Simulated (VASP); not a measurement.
# PbO2 (P4_2/mnm) in VASP: a series of runs

PbO2 is run at these levels: r2SCAN; tasks: single point.

All numbers are computed with VASP 6.6.1; they aren't measurements. Logs are shortened: lines on timing, memory, paths and dates and some standing lists are left out, and cuts for length are marked.

## (1) The cell of the first run

The structure is tetragonal, space group P4_2/mnm (No. 136). The conventional cell has a = 4.995 Å, b = 4.995 Å, c = 3.409 Å, α = 90.00°, β = 90.00°, γ = 90.00°. Within 2.9 Å of Pb (site symmetry mmm) lie 6 O at 2.17 to 2.18 Å. O (site symmetry m2m) has 3 Pb at 2.17 to 2.18 Å and 1 O at 2.72 Å within 2.9 Å.

## (2) Single point, r2SCAN

The input, POSCAR:

```
PbO2
1.0
    4.9949598700      0.0000000000      0.0000000000
    0.0000000000      4.9949598700      0.0000000000
    0.0000000000      0.0000000000      3.4090009600
Pb O
2 4
Direct
    0.0000000000      0.0000000000      0.0000000000
    0.5000000000      0.5000000000      0.5000000000
    0.3074289600      0.3074289600      0.0000000000
    0.1925710400      0.8074289600      0.5000000000
    0.8074289600      0.1925710400      0.5000000000
    0.6925710400      0.6925710400      0.0000000000
```

The input, INCAR.step1:

```
SYSTEM = PbO2
PREC = Accurate
ENCUT = 520
ISMEAR = 0
SIGMA = 0.1
LREAL = .False.
LASPH = .True.
NELM = 80
NBANDS = 35
GGA = PE
ALGO = Normal
EDIFF = 1E-4
LWAVE = .True.
LCHARG = .False.
```

The input, INCAR.step2:

```
SYSTEM = PbO2
PREC = Accurate
ENCUT = 520
EDIFF = 1E-6
ISMEAR = 0
SIGMA = 0.1
LREAL = .False.
LASPH = .True.
NELM = 80
ALGO = Normal
ISIF = 2
LWAVE = .False.
LCHARG = .True.
METAGGA = R2SCAN
LMIXTAU = .True.
LELF = .True.
LVHAR = .True.
NBANDS = 35
ISTART = 1
```

The input, KPOINTS:

```
Automatic mesh
0
Gamma
  4 4 6
  0 0 0
```

Potentials or basis: VASP PAW PBE potentials, release 64 (Pb_d, O).

Started as:

```console
> cat potpaw_PBE.64/Pb_d/POTCAR potpaw_PBE.64/O/POTCAR > POTCAR
> cp INCAR.step1 INCAR
> mpirun -np 1 vasp_std > vasp.out
> cp INCAR.step2 INCAR
> mpirun -np 1 vasp_std > vasp.out
```

OUTCAR:

```text
SYSTEM = PbO2
   PREC = Accurate
   ENCUT = 520
   EDIFF = 1E-6
   ISMEAR = 0
   LREAL = .False.
   LASPH = .True.
   NELM = 80
   ISIF = 2
   METAGGA = R2SCAN
   ISTART = 1

 ion  position               nearest neighbor table
   1  0.000  0.000  0.000-   3 2.17   6 2.17   5 2.18   4 2.18   4 2.18   5 2.18   2 3.92   2 3.92
                             2 3.92   2 3.92   2 3.92   2 3.92   2 3.92   2 3.92
   2  0.500  0.500  0.500-   4 2.17   5 2.17   3 2.18   6 2.18   3 2.18   6 2.18   1 3.92   1 3.92
                             1 3.92   1 3.92   1 3.92   1 3.92   1 3.92   1 3.92
   3  0.307  0.307  0.000-   1 2.17   2 2.18   2 2.18
   4  0.193  0.807  0.500-   2 2.17   1 2.18   1 2.18
   5  0.807  0.193  0.500-   2 2.17   1 2.18   1 2.18
   6  0.693  0.693  0.000-   1 2.17   2 2.18   2 2.18

  LATTYP: Found a simple tetragonal cell.
 ALAT       =     4.9949598700
 C/A-ratio  =     0.6824881578

  Lattice vectors:

 A1 = (   4.9949598700,   0.0000000000,   0.0000000000)
 A2 = (   0.0000000000,   4.9949598700,   0.0000000000)
 A3 = (   0.0000000000,   0.0000000000,   3.4090009600)

Analysis of symmetry for initial positions (statically):
=====================================================================
 Subroutine PRICEL returns:
 Original cell was already a primitive cell.

 Routine SETGRP: Setting up the symmetry group for a
 simple tetragonal supercell.

 Subroutine GETGRP returns: Found 16 space group operations
 (whereof  8 operations were pure point group operations)
 out of a pool of 16 trial point group operations.

The static configuration has the point symmetry D_2h.
 The point group associated with its full space group is D_4h.

Analysis of symmetry for dynamics (positions and initial velocities):
=====================================================================
 Subroutine PRICEL returns:
 Original cell was already a primitive cell.

 Routine SETGRP: Setting up the symmetry group for a
 simple tetragonal supercell.

 Subroutine GETGRP returns: Found 16 space group operations
 (whereof  8 operations were pure point group operations)
 out of a pool of 16 trial point group operations.

The dynamic configuration has the point symmetry D_2h.
 The point group associated with its full space group is D_4h.

 Subroutine INISYM returns: Found 16 space group operations
 (whereof  8 operations are pure point group operations),
 and found     1 'primitive' translations

[... 104 lines left out ...]
   NSW    =      0    number of steps for IOM
   IBRION =     -1    ionic relax: 0-MD 1-quasi-New 2-CG
   NFREE  =      0    steps in history (QN), initial steepest desc. (CG)
   ISIF   =      2    stress and relaxation
   ISYM   =      2    0-nonsym 1-usesym 2-fastsym
   POTIM  = 0.5000    time-step for ionic-motion
   TEBEG  =    0.0;   TEEND  =   0.0 temperature during run
   PSTRESS=    0.0 pullay stress
   NELECT =      52.0000    total number of electrons
   NUPDOWN=      -1.0000    fix difference up-down
   EMIN   =  10.00;   EMAX   =-10.00  energy-range for DOS
   EFERMI =   0.00;   METHOD = LEGACY
   ISMEAR =     0;   SIGMA  =   0.10  broadening in eV -4-tet -1-fermi 0-gaus
   EFERMI_NEDOS =   21; number of points for ismear=-14 and -15
   IALGO  =     38    algorithm
   IMIX   =      4    mixing-type and parameters
     AMIX     =   0.40;   BMIX     =  1.00
     AMIX_MAG =   1.60;   BMIX_MAG =  1.00
  volume/ion in A,a.u.               =      14.18        95.66
  Fermi-wavevector in a.u.,A,eV,Ry     =   1.389458  2.625696 26.267337  1.930595
  Thomas-Fermi vector in A             =   2.513487
   LORBIT       =      0    0 simple, 1 ext, 2 COOP (PROOUT), +10 PAW based schemes
   METAGGA = R2SCAN    functional components
   LHFCALC =     F    Hartree Fock is set to
   AEXX    =    0.0000 exact exchange contribution
   IVDW    =     0    specifies the selected vdW correction
   LEPSILON=     F    determine dielectric tensor
   LRPA    =     F    only Hartree local field effects (RPA)
 non-spin polarized calculation
 Gauss-broadening in eV      SIGMA  =   0.10
  energy-cutoff  :      520.00
  volume of cell :       85.05
 maximum number of plane-waves:      2308
 NGX is ok and might be reduce to    40
   NGX = 19   NGY = 19   NGZ = 13

 number of electron      52.0000009 magnetization

 Free energy of the ion-electron system (eV)
  ---------------------------------------------------
  ext. energy  EPLUGINS =         0.00000000
  ---------------------------------------------------
  free energy    TOTEN  =      -142.26885447 eV

  energy without entropy =     -142.26756085  energy(sigma->0) =     -142.26820766

 E-fermi :   3.7634     XC(G=0): -11.3306

 val. band max:        3.6366254426   @ k =   0.0000   0.0000   0.1667
 cond. band min:       3.8142312677   @ k =   0.0000   0.0000   0.0000
 fundamental gap:      0.1776058251
 Fermi energy:         3.7633917106

 k-point     1 :       0.0000    0.0000    0.0000
  band No.  band energies     occupation
      1     -15.3737      2.00000
      2     -15.2227      2.00000
      3     -13.7073      2.00000
      4     -13.7073      2.00000
      5     -12.1739      2.00000
      6     -11.9412      2.00000
[... 901 lines left out ...]
     34      14.4303      0.00000
     35      17.8240      0.00000

------------------------ aborting loop because EDIFF is reached ----------------------------------------

  FORCE on cell =-STRESS in cart. coord.  units (eV):
  Direction    XX          YY          ZZ          XY          YZ          ZX
  --------------------------------------------------------------------------------------
  -------------------------------------------------------------------------------------
  Total        0.0510114      0.0510114      0.2620594     -0.0000000      0.0000000      0.0000000
  in kB        0.9609193      0.9609193      4.9365011     -0.0000000      0.0000000      0.0000000
  external PRESSURE =       2.2861132 kB  Pullay stress =       0.0000000 kB

 VOLUME and BASIS-vectors are now :
 -----------------------------------------------------------------------------
  energy-cutoff  :      520.00
  volume of cell :       85.05
      direct lattice vectors                 reciprocal lattice vectors
     4.994959870  0.000000000  0.000000000     0.200201809  0.000000000  0.000000000
     0.000000000  4.994959870  0.000000000     0.000000000  0.200201809  0.000000000
     0.000000000  0.000000000  3.409000960     0.000000000  0.000000000  0.293341073

 POSITION                                       TOTAL-FORCE (eV/Angst)
 -----------------------------------------------------------------------------------
      0.00000      0.00000      0.00000        -0.000000      0.000000      0.000000
      2.49748      2.49748      1.70450        -0.000000      0.000000      0.000000
      1.53560      1.53560      0.00000        -0.020445     -0.020445     -0.000000
      0.96188      4.03308      1.70450         0.020445     -0.020445      0.000000
      4.03308      0.96188      1.70450        -0.020445      0.020445      0.000000
      3.45936      3.45936      0.00000         0.020445      0.020445      0.000000
 -----------------------------------------------------------------------------------
    total drift:                                0.000000      0.000000      0.000000

  FREE ENERGIE OF THE ION-ELECTRON SYSTEM (eV)
  ---------------------------------------------------
  free  energy   TOTEN  =      -142.2688544687 eV

  energy  without entropy=     -142.2675608486  energy(sigma->0) =     -142.26820766
```

OSZICAR.step1:

```text
N       E                     dE             d eps       ncg     rms          rms(c)
DAV:   1     0.688208352802E+03    0.68821E+03   -0.25607E+04  1680   0.181E+03
DAV:   2     0.572844818115E+02   -0.63092E+03   -0.59942E+03  1830   0.503E+02
DAV:   3    -0.326856594842E+02   -0.89970E+02   -0.87447E+02  1999   0.207E+02
DAV:   4    -0.373920133322E+02   -0.47064E+01   -0.46537E+01  2109   0.497E+01
DAV:   5    -0.375553234735E+02   -0.16331E+00   -0.16303E+00  2212   0.948E+00    0.141E+01
DAV:   6    -0.317963625207E+02    0.57590E+01   -0.17691E+01  2556   0.508E+01    0.447E+00
DAV:   7    -0.318339914526E+02   -0.37629E-01   -0.17403E+00  1870   0.945E+00    0.278E+00
DAV:   8    -0.318298161728E+02    0.41753E-02   -0.38741E-01  2618   0.606E+00    0.121E+00
DAV:   9    -0.318004900710E+02    0.29326E-01   -0.83860E-02  2573   0.389E+00    0.123E-01
DAV:  10    -0.318022518221E+02   -0.17618E-02   -0.11205E-02  1863   0.567E-01    0.128E-01
DAV:  11    -0.318021914272E+02    0.60395E-04   -0.30032E-04  1801   0.217E-01
   1 F= -.31802191E+02 E0= -.31801671E+02  d E =-.103987E-02
```

Run time: 2.3 min. Hardware: 1 thread of Intel Xeon 6975P-C (Granite Rapids), shared host; peak memory 0.24 GiB.

Results:

| Property | Result |
| --- | --- |
| Free energy | -142.2689 eV |
| Pressure | 0.2 GPa |
| Largest force | 0.029 eV/Å |
| Band gap on the k mesh | 0.18 eV (least direct gap 0.55 eV) |

Forces on the atoms (eV/Å):
```
Pb   0.000  0.000  0.000
Pb   0.000  0.000  0.000
O   -0.020 -0.020  0.000
O    0.020 -0.020  0.000
O   -0.020  0.020  0.000
O    0.020  0.020  0.000
```

Stress tensor (GPa, compression positive):
```
0.10 0.00 0.00
0.00 0.10 0.00
0.00 0.00 0.49
```

Levels at points of the mesh, in eV from the valence-band top:
```
           k point  band 24  band 25  band 26  band 27  band 28  band 29
(0.00, 0.00, 0.00)    -0.42    -0.42    -0.37     0.18     4.87     6.68
(0.50, 0.00, 0.00)    -0.45    -0.26    -0.26     2.95     2.95     7.26
(0.50, 0.50, 0.00)    -0.47    -0.40    -0.40     3.38     3.38     7.52
(0.00, 0.00, 0.50)    -1.03    -0.70    -0.70     4.36     4.36     9.77
(0.50, 0.00, 0.50)    -0.69    -0.01    -0.01     4.67     4.67     8.21
(0.50, 0.50, 0.50)    -0.56    -0.44    -0.44     3.43     3.43     9.17
```

Caveat: the PAW data sets were made with another functional, which shifts forces and pressure a little; spin-orbit coupling is left out, which moves the levels of the heavy elements.

## (3) Single point, r2SCAN

This run uses another cell than the first one, of 14.11 Å³/atom.

The input, POSCAR:

```
PbO2
1.0
    4.9878252007      0.0000000000      0.0000000000
    0.0000000000      4.9878252007      0.0000000000
    0.0000000000      0.0000000000      3.4032847517
Pb O
2 4
Direct
    0.0000000000      0.0000000000      0.0000000000
    0.5000000000      0.5000000000      0.5000000000
    0.3073226483      0.3073226483      0.0000000000
    0.1926773517      0.8073226483      0.5000000000
    0.8073226483      0.1926773517      0.5000000000
    0.6926773517      0.6926773517      0.0000000000
```

The input, INCAR.step1:

```
SYSTEM = PbO2
PREC = Accurate
ENCUT = 520
ISMEAR = 0
SIGMA = 0.01
LREAL = .FALSE.
LASPH = .TRUE.
NELM = 80
NBANDS = 35
GGA = PE
ALGO = Normal
EDIFF = 1E-4
LWAVE = .TRUE.
LCHARG = .FALSE.
```

The input, INCAR.step2:

```
SYSTEM = PbO2
PREC = Accurate
ENCUT = 520
EDIFF = 1E-6
ISMEAR = 0
SIGMA = 0.01
LREAL = .FALSE.
LASPH = .TRUE.
NELM = 80
ALGO = Normal
ISIF = 2
LWAVE = .FALSE.
LCHARG = .TRUE.
METAGGA = R2SCAN
LMIXTAU = .TRUE.
LELF = .TRUE.
LVHAR = .TRUE.
NBANDS = 35
ISTART = 1
```

The input, KPOINTS:

```
Automatic mesh
0
G
  8 8 10
  0 0 0
```

Potentials or basis: VASP PAW PBE potentials, release 64 (Pb_d, O).

Started as:

```console
> cat potpaw_PBE.64/Pb_d/POTCAR potpaw_PBE.64/O/POTCAR > POTCAR
> cp INCAR.step1 INCAR
> mpirun -np 1 vasp_std > vasp.out
> cp INCAR.step2 INCAR
> mpirun -np 1 vasp_std > vasp.out
```

Wall time 8.9 min (1 thread of Intel Xeon 6975P-C (Granite Rapids), shared host); peak memory 0.35 GiB.

The run converged. Its results:

```yaml
Free_energy: -142.2597 eV
Pressure: 0.8 GPa
Largest_force: 0.019 eV/Å
Band_gap_on_the_k_mesh: 0.05 eV (least direct gap 0.07 eV)
```

Forces on the atoms (eV/Å):
```
Pb   0.000  0.000  0.000
Pb   0.000  0.000  0.000
O   -0.014 -0.014  0.000
O    0.014 -0.014  0.000
O   -0.014  0.014  0.000
O    0.014  0.014  0.000
```

Stress tensor (GPa, compression positive):
```
0.69 0.00 0.00
0.00 0.69 0.00
0.00 0.00 1.09
```

Levels at points of the mesh, in eV from the valence-band top:
| k point | band 22 | band 23 | band 24 | band 25 | band 26 | band 27 | band 28 | band 29 | band 30 | band 31 |
| --- | --- | --- | --- | --- | --- | --- | --- | --- | --- | --- |
| (0.00, 0.00, 0.00) | -0.59 | -0.59 | -0.53 | -0.53 | -0.46 | 0.07 | 4.81 | 6.59 | 6.59 | 10.28 |
| (0.50, 0.00, 0.00) | -1.31 | -0.56 | -0.56 | -0.37 | -0.37 | 2.88 | 2.88 | 7.17 | 7.17 | 10.68 |
| (0.50, 0.50, 0.00) | -1.56 | -0.58 | -0.58 | -0.51 | -0.51 | 3.31 | 3.31 | 7.44 | 7.44 | 11.04 |
| (0.00, 0.00, 0.50) | -1.93 | -1.15 | -1.15 | -0.81 | -0.81 | 4.29 | 4.29 | 9.68 | 9.68 | 10.54 |
| (0.50, 0.00, 0.50) | -1.08 | -0.81 | -0.81 | -0.12 | -0.12 | 4.60 | 4.60 | 8.13 | 8.13 | 10.84 |
| (0.50, 0.50, 0.50) | -1.76 | -0.68 | -0.68 | -0.56 | -0.56 | 3.35 | 3.35 | 9.08 | 9.08 | 10.72 |

Caveat: the PAW data sets were made with another functional, which shifts forces and pressure a little; spin-orbit coupling is left out, which moves the levels of the heavy elements.
